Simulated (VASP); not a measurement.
# Cd (P6_3/mmc) in VASP: notebook

Runs on Cd. Level: PBEsol. Tasks: single point, relaxation of cell and atoms.

Everything below comes from runs of VASP 6.6.1. Logs are shortened: lines on timing, memory, paths and dates and some standing lists are left out, and cuts for length are marked.

## Step 1: The cell of the first run

Symmetry: P6_3/mmc, No. 194, hexagonal system. Conventional cell: a = 2.930 Å, b = 2.930 Å, c = 5.728 Å, α = 90.00°, β = 90.00°, γ = 120.00°. Cd (site symmetry -6m2) has 12 Cd at 2.93 to 3.33 Å within 3.9 Å.

## Step 2: Single point, PBEsol

Contents of INCAR:

```
PREC = Accurate
ENCUT = 520
EDIFF = 1E-7
ISMEAR = -1
SIGMA = 0.05
LREAL = F
LASPH = T
NELM = 60
ALGO = Normal
ISIF = 2
LWAVE = F
LCHARG = F
GGA = PS
NBANDS = 19
```

Contents of KPOINTS:

```
regular mesh
0
Gamma
  14 14 6
```

Contents of POSCAR:

```
Cd
1.0
    2.9302057671      0.0000000000      0.0000000000
   -1.4651028836      2.5376326327      0.0000000000
    0.0000000000      0.0000000000      5.7275637985
Cd
2
Direct
    0.3333333333      0.6666666667      0.2500000000
    0.6666666667      0.3333333333      0.7500000000
```

Potentials or basis: VASP PAW PBE potentials, release 64 (Cd).

Started as:

```bash
$ cat potpaw_PBE.64/Cd/POTCAR > POTCAR
$ mpirun -np 1 vasp_std > vasp.out
```

OUTCAR:

```text
PREC = Accurate
   ENCUT = 520
   EDIFF = 1E-7
   ISMEAR = -1
   LREAL = F
   LASPH = T
   NELM = 60
   ISIF = 2
   GGA = PS

 ion  position               nearest neighbor table
   1  0.333  0.667  0.250-   2 3.33   2 3.33   2 3.33   2 3.33   2 3.33   2 3.33
   2  0.667  0.333  0.750-   1 3.33   1 3.33   1 3.33   1 3.33   1 3.33   1 3.33

  LATTYP: Found a hexagonal cell.
 ALAT       =     2.9302057671
 C/A-ratio  =     1.9546626598

  Lattice vectors:

 A1 = (   2.9302057671,   0.0000000000,   0.0000000000)
 A2 = (  -1.4651028836,   2.5376326327,   0.0000000000)
 A3 = (   0.0000000000,   0.0000000000,   5.7275637985)

Analysis of symmetry for initial positions (statically):
=====================================================================
 Subroutine PRICEL returns:
 Original cell was already a primitive cell.

 Routine SETGRP: Setting up the symmetry group for a
 hexagonal supercell.

 Subroutine GETGRP returns: Found 24 space group operations
 (whereof 12 operations were pure point group operations)
 out of a pool of 24 trial point group operations.

The static configuration has the point symmetry D_3d.
 The point group associated with its full space group is D_6h.

Analysis of symmetry for dynamics (positions and initial velocities):
=====================================================================
 Subroutine PRICEL returns:
 Original cell was already a primitive cell.

 Routine SETGRP: Setting up the symmetry group for a
 hexagonal supercell.

 Subroutine GETGRP returns: Found 24 space group operations
 (whereof 12 operations were pure point group operations)
 out of a pool of 24 trial point group operations.

The dynamic configuration has the point symmetry D_3d.
 The point group associated with its full space group is D_6h.

 Subroutine INISYM returns: Found 24 space group operations
 (whereof 12 operations are pure point group operations),
 and found     1 'primitive' translations

----------------------------------------------------------------------------------------

                                     Primitive cell

  volume of cell :      42.5889

  direct lattice vectors                    reciprocal lattice vectors
     2.930205767  0.000000000  0.000000000     0.341272962  0.197034036  0.000000000
    -1.465102884  2.537632633  0.000000000     0.000000000  0.394068072  0.000000000
     0.000000000  0.000000000  5.727563799     0.000000000  0.000000000  0.174594301
[... 80 lines left out ...]
   LSORBIT =      F    spin-orbit coupling
   LASPH  =      T    aspherical Exc in radial PAW
   ENCUT  =  520.0 eV  38.22 Ry    6.18 a.u.   5.45  5.45 10.65*2*pi/ulx,y,z
   NELM   =     60;   NELMIN=  2; NELMDL= -5     # of ELM steps
   EDIFF  = 0.1E-06   stopping-criterion for ELM
   LREAL  =      F    real-space projection
   EDIFFG = 0.1E-05   stopping-criterion for IOM
   NSW    =      0    number of steps for IOM
   IBRION =     -1    ionic relax: 0-MD 1-quasi-New 2-CG
   NFREE  =      0    steps in history (QN), initial steepest desc. (CG)
   ISIF   =      2    stress and relaxation
   ISYM   =      2    0-nonsym 1-usesym 2-fastsym
   POTIM  = 0.5000    time-step for ionic-motion
   TEBEG  =    0.0;   TEEND  =   0.0 temperature during run
   PSTRESS=    0.0 pullay stress
   NELECT =      24.0000    total number of electrons
   NUPDOWN=      -1.0000    fix difference up-down
   EMIN   =  10.00;   EMAX   =-10.00  energy-range for DOS
   EFERMI =   0.00;   METHOD = LEGACY
   ISMEAR =    -1;   SIGMA  =   0.05  broadening in eV -4-tet -1-fermi 0-gaus
   EFERMI_NEDOS =   21; number of points for ismear=-14 and -15
   IALGO  =     38    algorithm
   IMIX   =      4    mixing-type and parameters
     AMIX     =   0.40;   BMIX     =  1.00
     AMIX_MAG =   1.60;   BMIX_MAG =  1.00
  volume/ion in A,a.u.               =      21.29       143.70
  Fermi-wavevector in a.u.,A,eV,Ry     =   1.352217  2.555319 24.878119  1.828490
  Thomas-Fermi vector in A             =   2.479574
   LORBIT       =      0    0 simple, 1 ext, 2 COOP (PROOUT), +10 PAW based schemes
   GGA     = PS    functional components
   LHFCALC =     F    Hartree Fock is set to
   AEXX    =    0.0000 exact exchange contribution
   IVDW    =     0    specifies the selected vdW correction
   LEPSILON=     F    determine dielectric tensor
   LRPA    =     F    only Hartree local field effects (RPA)
 non-spin polarized calculation
  energy-cutoff  :      520.00
  volume of cell :       42.59
 maximum number of plane-waves:      1186
 NGX is ok and might be reduce to    24
   NGX = 11   NGY = 11   NGZ = 21

 number of electron      24.0000009 magnetization

 Free energy of the ion-electron system (eV)
  ---------------------------------------------------
  ext. energy  EPLUGINS =         0.00000000
  ---------------------------------------------------
  free energy    TOTEN  =        -2.38448035 eV

  energy without entropy =       -2.37880623  energy(sigma->0) =       -2.38164329

 E-fermi :   2.8806     XC(G=0): -11.2721

 val. band max:        2.8339990508   @ k =   0.3571   0.2857   0.1667
 cond. band min:       2.8910134814   @ k =   0.3571   0.2143   0.3333
 fundamental gap:      0.0570144307
 Fermi energy:         2.8805914080

 k-point     1 :       0.0000    0.0000    0.0000
  band No.  band energies     occupation
      1      -7.0804      2.00000
      2      -6.8588      2.00000
      3      -6.3734      2.00000
      4      -6.3734      2.00000
      5      -6.3291      2.00000
      6      -6.3291      2.00000
[... 505 lines left out ...]
      6      -6.1199      2.00000
[... 11 lines left out ...]
     18       8.8744      0.00000
     19      10.9280      0.00000

 [... further k-points ...]

------------------------ aborting loop because EDIFF is reached ----------------------------------------

  FORCE on cell =-STRESS in cart. coord.  units (eV):
  Direction    XX          YY          ZZ          XY          YZ          ZX
  --------------------------------------------------------------------------------------
  -------------------------------------------------------------------------------------
  Total        0.1263962      0.1263962      0.0532565     -0.0000000     -0.0000000      0.0000000
  in kB        4.7549694      4.7549694      2.0034848     -0.0000000     -0.0000000      0.0000000
  external PRESSURE =       3.8378078 kB  Pullay stress =       0.0000000 kB

 VOLUME and BASIS-vectors are now :
 -----------------------------------------------------------------------------
  energy-cutoff  :      520.00
  volume of cell :       42.59
      direct lattice vectors                 reciprocal lattice vectors
     2.930205767  0.000000000  0.000000000     0.341272962  0.197034036  0.000000000
    -1.465102884  2.537632633  0.000000000     0.000000000  0.394068072  0.000000000
     0.000000000  0.000000000  5.727563799     0.000000000  0.000000000  0.174594301

 POSITION                                       TOTAL-FORCE (eV/Angst)
 -----------------------------------------------------------------------------------
     -0.00000      1.69176      1.43189        -0.000000      0.000000      0.000000
      1.46510      0.84588      4.29567         0.000000     -0.000000     -0.000000
 -----------------------------------------------------------------------------------
    total drift:                               -0.000000      0.000000      0.000000

  FREE ENERGIE OF THE ION-ELECTRON SYSTEM (eV)
  ---------------------------------------------------
  free  energy   TOTEN  =        -2.3844803503 eV

  energy  without entropy=       -2.3788062260  energy(sigma->0) =       -2.38164329
```

stdout:

```text
POSCAR found type information on POSCAR Cd
 POSCAR found :  1 types and       2 ions
 scaLAPACK will be used
 -----------------------------------------------------------------------------
|                                                                             |
|                                                                             |
|     You enforced a specific xc type in the INCAR file but a different       |
|     I HOPE YOU KNOW WHAT YOU ARE DOING!                                     |
|                                                                             |
 -----------------------------------------------------------------------------

 LDA part: xc-table for (Slater+PW92), standard interpolation
 POSCAR, INCAR and KPOINTS ok, starting setup
 FFT: planning ... GRIDC
 FFT: planning ... GRID_SOFT
 FFT: planning ... GRID
 WAVECAR not read
 entering main loop
```

Wall time 47 s (1 thread of Intel Xeon 8259CL, shared host); peak memory 0.21 GiB.

What came out:

- Free energy: -2.3845 eV
- Pressure: 0.4 GPa
- Band gap on the k mesh: zero (bands 12 and 13 overlap by 4.79 eV)

Stress tensor (GPa, compression positive):
```
0.48 0.00 0.00
0.00 0.48 0.00
0.00 0.00 0.20
```

Levels at points of the mesh, in eV from the Fermi level:
| k point | band 10 | band 11 | band 12 | band 13 | band 14 | band 15 |
| --- | --- | --- | --- | --- | --- | --- |
| (0.00, 0.00, 0.00) | -8.42 | -8.42 | -3.40 | -3.24 | 9.70 | 14.15 |
| (0.50, 0.00, 0.00) | -8.08 | -2.29 | -1.69 | 1.84 | 3.04 | 3.12 |
| (0.00, 0.00, 0.50) | -8.52 | -7.50 | -7.50 | 3.18 | 3.18 | 15.17 |
| (0.50, 0.00, 0.50) | -8.09 | -1.55 | -1.55 | 0.24 | 0.24 | 7.78 |

Caveat: the PAW data sets were made with another functional, which shifts forces and pressure a little.

## Step 3: Single point, PBEsol

Contents of INCAR:

```
SYSTEM = Cd
PREC     = Accurate       ! precision mode
ENCUT    = 520            ! plane-wave cutoff, eV
EDIFF    = 1E-6           ! SCF threshold, eV
ISMEAR   = -1             ! smearing method
SIGMA    = 0.05           ! smearing width, eV
LREAL    = .False.        ! projectors in reciprocal space
LASPH    = .True.         ! aspherical terms in the spheres
NELM     = 60             ! most SCF steps
ALGO     = Normal         ! electronic algorithm
ISIF     = 2              ! what is computed and relaxed
LWAVE    = .False.        ! write WAVECAR
LCHARG   = .False.        ! write CHGCAR
GGA      = PS             ! functional
NBANDS   = 19             ! bands
```

Contents of KPOINTS:

```
Automatic mesh
0
Gamma
  14 14 6
  0 0 0
```

POSCAR, as its differences from that of step 2:

```diff
@@ -4,3 +4,3 @@
    -1.4651028836      2.5376326327      0.0000000000
-    0.0000000000      0.0000000000      5.7275637985
+    0.0000000000      0.0000000000      5.7275637984
 Cd
```

Potentials or basis: VASP PAW PBE potentials, release 64 (Cd).

Started as:

```bash
$ cat potpaw_PBE.64/Cd/POTCAR > POTCAR
$ mpirun -np 1 vasp_std > vasp.out
```

It took 50 s on 1 thread of Intel Xeon 8259CL, shared host; peak memory 0.21 GiB.

Results (log left out):

- Free energy: -2.3845 eV
- Pressure: 0.4 GPa
- Band gap on the k mesh: zero (bands 12 and 13 overlap by 4.79 eV)

Stress tensor (GPa, compression positive):
```
0.47 0.00 0.00
0.00 0.47 0.00
0.00 0.00 0.21
```

Levels at points of the mesh, in eV from the Fermi level:
| k point | band 9 | band 10 | band 11 | band 12 | band 13 | band 14 | band 15 | band 16 |
| --- | --- | --- | --- | --- | --- | --- | --- | --- |
| (0.00, 0.00, 0.00) | -8.64 | -8.42 | -8.42 | -3.40 | -3.24 | 9.70 | 14.15 | 14.86 |
| (0.50, 0.00, 0.00) | -8.10 | -8.08 | -2.29 | -1.69 | 1.84 | 3.04 | 3.12 | 5.24 |
| (0.00, 0.00, 0.50) | -8.52 | -8.52 | -7.50 | -7.50 | 3.18 | 3.18 | 15.17 | 15.17 |
| (0.50, 0.00, 0.50) | -8.09 | -8.09 | -1.55 | -1.55 | 0.24 | 0.24 | 7.78 | 7.78 |

Caveat: the PAW data sets were made with another functional, which shifts forces and pressure a little.

## Step 4: Single point, PBEsol

Contents of INCAR:

```
PREC = Accurate
ENCUT = 520
EDIFF = 1E-6
ISMEAR = -1
SIGMA = 0.05
LREAL = False
LASPH = True
NELM = 80
ALGO = Normal
ISIF = 2
LWAVE = False
LCHARG = False
GGA = PS
NBANDS = 19
```

Contents of KPOINTS:

```
Automatic mesh
0
Gamma
  14 14 6
```

POSCAR is that of step 3.

Started as:

```bash
$ cat potpaw_PBE.64/Cd/POTCAR > POTCAR
$ mpirun -np 1 vasp_std > vasp.out
```

Run time: 62 s. Hardware: 1 thread of Intel Xeon 8259CL, shared host; peak memory 0.21 GiB.

It converged, with:

* Free energy: -2.3845 eV
* Pressure: 0.4 GPa
* Band gap on the k mesh: zero (bands 12 and 13 overlap by 4.79 eV)

Stress tensor (GPa, compression positive):
```
0.47 0.00 0.00
0.00 0.47 0.00
0.00 0.00 0.21
```

Levels at points of the mesh, in eV from the Fermi level:
```
           k point  band 8  band 9  band 10  band 11  band 12  band 13  band 14  band 15  band 16  band 17
(0.00, 0.00, 0.00)   -8.64   -8.64    -8.42    -8.42    -3.40    -3.24     9.70    14.15    14.86    15.63
(0.50, 0.00, 0.00)   -8.46   -8.10    -8.08    -2.29    -1.69     1.84     3.04     3.12     5.24     8.86
(0.00, 0.00, 0.50)   -8.52   -8.52    -8.52    -7.50    -7.50     3.18     3.18    15.17    15.17    16.52
(0.50, 0.00, 0.50)   -8.45   -8.09    -8.09    -1.55    -1.55     0.24     0.24     7.78     7.78    10.41
```

Caveat: the PAW data sets were made with another functional, which shifts forces and pressure a little.

## Step 5: Relaxation of cell and atoms, PBEsol

This run uses another cell than the first one, of 21.59 Å³/atom.

Contents of INCAR:

```
SYSTEM = Cd
  PREC = Accurate
  ENCUT = 600
  EDIFF = 1E-6
  ISMEAR = -1
  SIGMA = 0.05
  LREAL = .FALSE.
  LASPH = .TRUE.
  NELM = 60
  ALGO = Normal
  ISIF = 3
  LWAVE = .FALSE.
  LCHARG = .FALSE.
  GGA = PS
  IBRION = 2
  NSW = 100
  EDIFFG = -0.002
```

Contents of KPOINTS:

```
regular mesh
0
G
  14 14 6
  0 0 0
```

Contents of POSCAR:

```
Cd
1.0
    2.9788700000      0.0000000000      0.0000000000
   -1.4894350000      2.5797770946      0.0000000000
    0.0000000000      0.0000000000      5.6176500000
Cd
2
Direct
    0.3333333333      0.6666666667      0.2500000000
    0.6666666667      0.3333333333      0.7500000000
```

Potentials or basis: VASP PAW PBE potentials, release 64 (Cd).

Started as:

```bash
$ cat potpaw_PBE.64/Cd/POTCAR > POTCAR
$ mpirun -np 1 vasp_std > vasp.out
```

OUTCAR:

```text
SYSTEM = Cd
   PREC = Accurate
   ENCUT = 600
   EDIFF = 1E-6
   ISMEAR = -1
   LREAL = .FALSE.
   LASPH = .TRUE.
   NELM = 60
   ISIF = 3
   GGA = PS
   IBRION = 2
   NSW = 100
   EDIFFG = -0.002

 ion  position               nearest neighbor table
   1  0.333  0.667  0.250-   2 3.29   2 3.29   2 3.29   2 3.29   2 3.29   2 3.29
   2  0.667  0.333  0.750-   1 3.29   1 3.29   1 3.29   1 3.29   1 3.29   1 3.29

  LATTYP: Found a hexagonal cell.
 ALAT       =     2.9788700000
 C/A-ratio  =     1.8858325472

  Lattice vectors:

 A1 = (   2.9788700000,   0.0000000000,   0.0000000000)
 A2 = (  -1.4894350000,   2.5797770946,   0.0000000000)
 A3 = (   0.0000000000,   0.0000000000,   5.6176500000)

Analysis of symmetry for initial positions (statically):
=====================================================================
 Subroutine PRICEL returns:
 Original cell was already a primitive cell.

 Routine SETGRP: Setting up the symmetry group for a
 hexagonal supercell.

 Subroutine GETGRP returns: Found 24 space group operations
 (whereof 12 operations were pure point group operations)
 out of a pool of 24 trial point group operations.

The static configuration has the point symmetry D_3d.
[... 269 lines left out ...]

[... ionic steps 4 to 16 ...]

--------------------------------------- Ionic step       17  -------------------------------------------

 number of electron      24.0000009 magnetization

------------------------ aborting loop because EDIFF is reached ----------------------------------------
[... 67 lines left out ...]
--------------------------------------- Ionic step       19  -------------------------------------------

 number of electron      24.0000009 magnetization

 Free energy of the ion-electron system (eV)
  ---------------------------------------------------
  ext. energy  EPLUGINS =         0.00000000
  ---------------------------------------------------
  free energy    TOTEN  =        -2.38493670 eV

  energy without entropy =       -2.37902744  energy(sigma->0) =       -2.38198207

 E-fermi :   2.8504     XC(G=0): -11.2545

 val. band max:        2.7938708780   @ k =   0.3571   0.2857   0.1667
 cond. band min:       2.8619900067   @ k =   0.3571   0.2143   0.3333
 fundamental gap:      0.0681191287
 Fermi energy:         2.8504247821

 k-point     1 :       0.0000    0.0000    0.0000
  band No.  band energies     occupation
      1      -7.0841      2.00000
      2      -6.8594      2.00000
      3      -6.3866      2.00000
      4      -6.3866      2.00000
      5      -6.3419      2.00000
      6      -6.3419      2.00000
[... 433 lines left out ...]
      3      -6.3501      2.00000
      4      -6.2973      2.00000
      5      -6.2892      2.00000
      6      -6.1362      2.00000
[... 8 lines left out ...]
     15       7.2167      0.00000
     16       7.7162      0.00000

 [... further k-points ...]

------------------------ aborting loop because EDIFF is reached ----------------------------------------

  FORCE on cell =-STRESS in cart. coord.  units (eV):
  Direction    XX          YY          ZZ          XY          YZ          ZX
  --------------------------------------------------------------------------------------
  -------------------------------------------------------------------------------------
  Total       -0.0011015     -0.0011015     -0.0039584      0.0000000      0.0000000     -0.0000000
  in kB       -0.0412954     -0.0412954     -0.1483984      0.0000000      0.0000000     -0.0000000
  external PRESSURE =      -0.0769964 kB  Pullay stress =       0.0000000 kB
[... 17 lines left out ...]
  FREE ENERGIE OF THE ION-ELECTRON SYSTEM (eV)
  ---------------------------------------------------
  free  energy   TOTEN  =        -2.3849366993 eV

  energy  without entropy=       -2.3790274405  energy(sigma->0) =       -2.38198207

 reached required accuracy - stopping structural energy minimisation
```

OSZICAR:

```text
N       E                     dE             d eps       ncg     rms          rms(c)
DAV:   1     0.179111277043E+03    0.17911E+03   -0.14451E+04  3072   0.169E+03
DAV:   2     0.110207570871E+01   -0.17801E+03   -0.17387E+03  3120   0.391E+02
DAV:   3    -0.255178388896E+01   -0.36539E+01   -0.36475E+01  3856   0.667E+01
[... 125 lines left out ...]
DAV:   5    -0.238493664888E+01    0.26387E-07   -0.96533E-08  1544   0.383E-03
  18 F= -.23849366E+01 E0= -.23819839E+01  d E =0.126338E-06
       N       E                     dE             d eps       ncg     rms          rms(c)
DAV:   1    -0.238494031119E+01   -0.36359E-05   -0.73827E-05  3096   0.110E-01    0.131E-02
DAV:   2    -0.238493686594E+01    0.34453E-05   -0.87046E-06  3112   0.412E-02    0.406E-03
DAV:   3    -0.238493669933E+01    0.16660E-06   -0.41639E-07  1536   0.746E-03
  19 F= -.23849367E+01 E0= -.23819821E+01  d E =0.758882E-07
```

Wall time 8.3 min (1 thread of Intel Xeon 8259CL, shared host); peak memory 0.23 GiB.

Results:

- Free energy: -2.3849 eV
- Relaxed volume: 21.37 Å³/atom
- Relaxed cell: a = 2.936 Å, b = 2.936 Å, c = 5.723 Å, α = 90.00°, β = 90.00°, γ = 120.00°
- Space group after relaxing (to 0.1 Å): P6_3/mmc (No. 194)
- Energy gained by relaxing: 2.4 meV/atom
- Ionic steps: 19
- Pressure after relaxing: 0.0 GPa
- Band gap on the k mesh: zero (bands 12 and 13 overlap by 4.74 eV)

The path:
```csv
step,energy change (eV),largest force (eV/Å),pressure (GPa),volume (Å³)
1,0.0000,0.0000,-1.20,43.17
2,-0.0034,0.0000,0.26,42.17
3,-0.0035,0.0000,0.08,42.32
4,-0.0035,0.0000,-0.01,42.35
5,-0.0035,0.0000,-0.01,42.33
6,-0.0036,0.0000,-0.04,42.35
7,-0.0038,0.0000,-0.10,42.38
8,-0.0042,0.0000,0.06,42.46
9,-0.0048,0.0000,0.15,42.61
10,-0.0049,0.0000,-0.01,42.71
11,-0.0049,0.0000,0.05,42.70
12,-0.0049,0.0000,0.06,42.70
13,-0.0049,0.0000,0.07,42.71
14,-0.0049,0.0000,0.05,42.71
15,-0.0049,0.0000,0.04,42.72
16,-0.0049,0.0000,-0.06,42.73
17,-0.0049,0.0000,0.03,42.72
18,-0.0049,0.0000,-0.01,42.74
19,-0.0049,0.0000,-0.01,42.74
```

Final structure:
```
Cd
1.0
     2.93643    0.00000    0.00000
    -1.46821    2.54302    0.00000
     0.00000    0.00000    5.72311
Cd
2
Direct
  0.33333 0.66667 0.25000
  0.66667 0.33333 0.75000
```

Caveat: the PAW data sets were made with another functional, which shifts forces and pressure a little.
